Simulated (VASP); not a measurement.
# Si7Ni8 (P1) in VASP: single point with PBE

Aim: the single point of Si7Ni8 with PBE.

All numbers are computed with VASP 6.6.1; they aren't measurements. Logs are shortened: lines on timing, memory, paths and dates and some standing lists are left out, and cuts for length are marked.

## Step 1: The cell of the first run

The typed cell holds 15 atoms: a = 6.091 Å, b = 6.451 Å, c = 6.442 Å, α = 57.02°, β = 62.34°, γ = 61.77°.

## Step 2: Single point, PBE

Input file INCAR:

```
ALGO     = Normal         # electronic algorithm
EDIFF    = 1E-6           # SCF threshold, eV
ENCUT    = 520            # plane-wave cutoff, eV
GGA      = PE             # functional
ISIF     = 2              # what is computed and relaxed
ISMEAR   = 0              # smearing method
ISYM     = 0            
LASPH    = True           # aspherical terms in the spheres
LCHARG   = True           # write CHGCAR
LELF     = True           # ELF
LREAL    = Auto         
LVHAR    = True         
LWAVE    = False          # write WAVECAR
NBANDS   = 67             # bands
NELM     = 100            # most SCF steps
PREC     = Accurate       # precision mode
SIGMA    = 0.1            # smearing width, eV
```

Input file KPOINTS:

```
k-points
0
Gamma
  3 3 3
```

Input file POSCAR:

```
Si7Ni8
1.0
   -6.0912209331      0.0291165733      0.0156552036
   -3.0490707839      3.0813860331     -4.7772521389
   -3.0180193420     -3.0721567494     -4.7910116808
Si Ni
7 8
Direct
    0.6995631577      0.3577803713      0.7974624274
    0.1449136730      0.3202019004      0.8337968848
    0.6631130215      0.8023413310      0.3527559664
    0.1842076424      0.8422353577      0.3130086924
    0.5606449718      0.4073443614      0.4312631926
    0.0657364675      0.9024758190      0.9357565779
    0.5881989410      0.9329729675      0.9096163327
    0.4292363321      0.5891856127      0.0677862993
    0.9074734341      0.5595530897      0.1031837978
    0.3955303770      0.0718133853      0.5900526248
    0.9352518651      0.1066290688      0.5620107975
    0.8406025710      0.7022002033      0.6579989496
    0.3045116784      0.6550175213      0.6873343571
    0.8098288817      0.1506361758      0.1919875584
    0.3566233161      0.1852798043      0.1400819167
```

Potentials or basis: VASP PAW PBE potentials, release 64 (Si, Ni).

Command:

```console
cat potpaw_PBE.64/Si/POTCAR potpaw_PBE.64/Ni/POTCAR > POTCAR
mpirun -np 1 vasp_std > vasp.out
```

OUTCAR:

```text
EDIFF = 1E-6
   ENCUT = 520
   GGA = PE
   ISIF = 2
   ISMEAR = 0
   ISYM = 0
   LASPH = True
   LREAL = Auto
   NELM = 100
   PREC = Accurate

 ion  position               nearest neighbor table
   1  0.700  0.358  0.797-  12 2.32  11 2.33  13 2.39  15 2.39  14 2.39   8 2.41   5 2.68   6 2.68
                             2 2.72   3 2.74   7 2.76
   2  0.145  0.320  0.834-  12 2.32  13 2.33  10 2.36  14 2.38  15 2.40   9 2.44   6 2.63   5 2.67
                             7 2.70   1 2.72   4 2.95
   3  0.663  0.802  0.353-  12 2.32  14 2.33   9 2.36  13 2.38  15 2.41  10 2.43   5 2.64   6 2.67
                             7 2.70   1 2.74   4 2.92
   4  0.184  0.842  0.313-  12 2.33  14 2.33  13 2.33  15 2.38   8 2.39  11 2.46   6 2.63   5 2.63
                             7 2.63   3 2.92   2 2.95
   5  0.561  0.407  0.431-   8 2.32  10 2.33   9 2.33  11 2.34  14 2.38  13 2.41   4 2.63   3 2.64
                             2 2.67   1 2.68   7 2.94
   6  0.066  0.902  0.936-   8 2.31   9 2.33  10 2.34  11 2.34  13 2.38  14 2.42   4 2.63   2 2.63
                             3 2.67   1 2.68   7 2.90
   7  0.588  0.933  0.910-  12 2.31  15 2.31   8 2.36  10 2.38   9 2.39  11 2.42   4 2.63   2 2.70
                             3 2.70   1 2.76   6 2.90   5 2.94
   8  0.429  0.589  0.068-   6 2.31   5 2.32   7 2.36   4 2.39   1 2.41  15 2.60  13 2.66  14 2.66
                            12 2.70   9 2.94  10 2.96
   9  0.907  0.560  0.103-   6 2.33   5 2.33   3 2.36   7 2.39   2 2.44  13 2.65  12 2.66  15 2.66
                            14 2.68  11 2.81   8 2.94
  10  0.396  0.072  0.590-   5 2.33   6 2.34   2 2.36   7 2.38   3 2.43  14 2.64  12 2.66  15 2.68
                            13 2.68  11 2.79   8 2.96
  11  0.935  0.107  0.562-   1 2.33   5 2.34   6 2.34   7 2.42   4 2.46  12 2.62  14 2.66  13 2.67
                            15 2.74  10 2.79   9 2.81
  12  0.841  0.702  0.658-   7 2.31   2 2.32   3 2.32   1 2.32   4 2.33  11 2.62  10 2.66   9 2.66
                             8 2.70  13 2.78  14 2.82
  13  0.305  0.655  0.687-   2 2.33   4 2.33   6 2.38   3 2.38   1 2.39   5 2.41   9 2.65   8 2.66
                            11 2.67  10 2.68  12 2.78  15 2.85
  14  0.810  0.151  0.192-   3 2.33   4 2.33   5 2.38   2 2.38   1 2.39   6 2.42  10 2.64   8 2.66
                            11 2.66   9 2.68  12 2.82  15 2.82
  15  0.357  0.185  0.140-   7 2.31   4 2.38   1 2.39   2 2.40   3 2.41   8 2.60   9 2.66  10 2.68
                            11 2.74  14 2.82  13 2.85

IMPORTANT INFORMATION: All symmetrisations will be switched off!
NOSYMM: (Re-)initialisation of all symmetry stuff for point group C_1.

----------------------------------------------------------------------------------------

                                     Primitive cell

  volume of cell :     179.6087

  direct lattice vectors                    reciprocal lattice vectors
    -6.091220933  0.029116573  0.015655204    -0.163908648 -0.001059494  0.103930951
[... 126 lines left out ...]
   GGA     = PE    functional components
   LHFCALC =     F    Hartree Fock is set to
   AEXX    =    0.0000 exact exchange contribution
   IVDW    =     0    specifies the selected vdW correction
   LEPSILON=     F    determine dielectric tensor
   LRPA    =     F    only Hartree local field effects (RPA)
 non-spin polarized calculation
 Gauss-broadening in eV      SIGMA  =   0.10
  energy-cutoff  :      520.00
  volume of cell :      179.61
 maximum number of plane-waves:      4866
 NGX is ok and might be reduce to    48
   NGX = 23   NGY = 23   NGZ = 23

 number of electron     107.9999998 magnetization

 Free energy of the ion-electron system (eV)
  ---------------------------------------------------
  ext. energy  EPLUGINS =         0.00000000
  ---------------------------------------------------
  free energy    TOTEN  =       -87.55809172 eV

  energy without entropy =      -87.52422216  energy(sigma->0) =      -87.54115694

 E-fermi :  10.3093     XC(G=0): -12.2805

 val. band max:       10.2850363676   @ k =   0.0000   0.0000   0.3333
 cond. band min:      10.3200712327   @ k =   0.0000   0.3333   0.0000
 fundamental gap:      0.0350348651
 Fermi energy:        10.3092523518

 k-point     1 :       0.0000    0.0000    0.0000
  band No.  band energies     occupation
      1      -2.9531      2.00000
      2       0.8078      2.00000
      3       1.1029      2.00000
      4       1.2349      2.00000
      5       1.7726      2.00000
      6       2.4801      2.00000
[... 955 lines left out ...]
     65      13.8279      0.00000
     66      14.3606      0.00000
 [bands above 66 left out]

------------------------ aborting loop because EDIFF is reached ----------------------------------------

  FORCE on cell =-STRESS in cart. coord.  units (eV):
  Direction    XX          YY          ZZ          XY          YZ          ZX
  --------------------------------------------------------------------------------------
  -------------------------------------------------------------------------------------
  Total        0.1595102      0.1074675      0.1567793      0.1075744      0.0336902     -0.0083055
  in kB        1.4228911      0.9586506      1.3985306      0.9596044      0.3005292     -0.0740878
  external PRESSURE =       1.2600241 kB  Pullay stress =       0.0000000 kB

 VOLUME and BASIS-vectors are now :
 -----------------------------------------------------------------------------
  energy-cutoff  :      520.00
  volume of cell :      179.61
      direct lattice vectors                 reciprocal lattice vectors
    -6.091220933  0.029116573  0.015655204    -0.163908648 -0.001059494  0.103930951
    -3.049070784  3.081386033 -4.777252139     0.000508898  0.162744643 -0.104677874
    -3.018019342 -3.072156749 -4.791011681    -0.001043028 -0.162280710 -0.104007332

 POSITION                                       TOTAL-FORCE (eV/Angst)
 -----------------------------------------------------------------------------------
     -7.75885     -1.32710     -5.51891         0.000178      0.000076     -0.010466
     -4.37543     -1.57067     -5.52215         0.005099     -0.003274     -0.003163
     -7.55019      1.40791     -5.51266         0.011896     -0.001386      0.002385
     -4.63475      1.63900     -5.52032        -0.013371      0.005977      0.001447
     -5.95859     -0.05340     -4.00340        -0.000084      0.002430     -0.002449
     -5.97626     -0.09200     -8.79355        -0.000084      0.000097      0.000377
     -9.17279      0.09749     -8.80582        -0.000127     -0.010050     -0.005892
     -4.61562      1.61976     -3.13273         0.004270     -0.006612      0.012350
     -7.54515      1.43362     -3.15327         0.001152      0.011300      0.012588
     -4.40902     -1.57993     -3.16383        -0.005411      0.003277      0.009162
     -7.71810     -1.37079     -3.18735         0.007594     -0.003416      0.010153
     -9.24721      0.16675     -6.49391         0.011615     -0.004992     -0.000037
     -5.92643     -0.08437     -6.41744        -0.015530      0.006541     -0.012936
     -5.97157     -0.10207     -1.62676        -0.011322      0.007792     -0.007329
     -3.15997      0.15095     -1.55068         0.004126     -0.007758     -0.006188
 -----------------------------------------------------------------------------------
    total drift:                                0.000666      0.001806     -0.002535

  FREE ENERGIE OF THE ION-ELECTRON SYSTEM (eV)
  ---------------------------------------------------
  free  energy   TOTEN  =       -87.5580917168 eV

  energy  without entropy=      -87.5242221639  energy(sigma->0) =      -87.54115694
```

OSZICAR:

```text
N       E                     dE             d eps       ncg     rms          rms(c)
DAV:   1     0.814929206529E+03    0.81493E+03   -0.45670E+04  1876   0.193E+03
DAV:   2    -0.720848014381E+01   -0.82214E+03   -0.79172E+03  1876   0.426E+02
DAV:   3    -0.956939934131E+02   -0.88486E+02   -0.82466E+02  1955   0.161E+02
DAV:   4    -0.100581332899E+03   -0.48873E+01   -0.47882E+01  2416   0.349E+01
[... 13 lines left out ...]
DAV:  18    -0.875580952055E+02    0.34641E-04   -0.16687E-04  2792   0.126E-01    0.269E-02
DAV:  19    -0.875580971386E+02   -0.19331E-05   -0.41740E-05  2312   0.102E-01    0.255E-02
DAV:  20    -0.875580927368E+02    0.44018E-05   -0.16968E-05  2176   0.820E-02    0.103E-02
DAV:  21    -0.875580917338E+02    0.10029E-05   -0.44372E-06  1608   0.234E-02    0.354E-03
DAV:  22    -0.875580917168E+02    0.17028E-07   -0.12581E-06  1064   0.162E-02
   1 F= -.87558092E+02 E0= -.87541157E+02  d E =-.338696E-01
```

Wall time 7.9 min (1 thread of Intel Xeon Platinum 8259CL at 2.50GHz (Skylake/Cascade Lake), shared host); peak memory 0.36 GiB.

What came out:

```yaml
Free_energy: -87.5581 eV
Pressure: 0.1 GPa
Largest_force: 0.021 eV/Å
Band_gap_on_the_k_mesh: zero (band 54 reaches 10.34 eV, above the bottom of band 55 at 9.58 eV)
```

Forces in eV/Å, atoms in the order of the input:
```
Si   0.000  0.000 -0.010
Si   0.005 -0.003 -0.003
Si   0.012 -0.001  0.002
Si  -0.013  0.006  0.001
Si   0.000  0.002 -0.002
Si   0.000  0.000  0.000
Si   0.000 -0.010 -0.006
Ni   0.004 -0.007  0.012
Ni   0.001  0.011  0.013
Ni  -0.005  0.003  0.009
Ni   0.008 -0.003  0.010
Ni   0.012 -0.005  0.000
Ni  -0.016  0.007 -0.013
Ni  -0.011  0.008 -0.007
Ni   0.004 -0.008 -0.006
```

Caveat: the k points lie up to 0.41 Å⁻¹ apart.
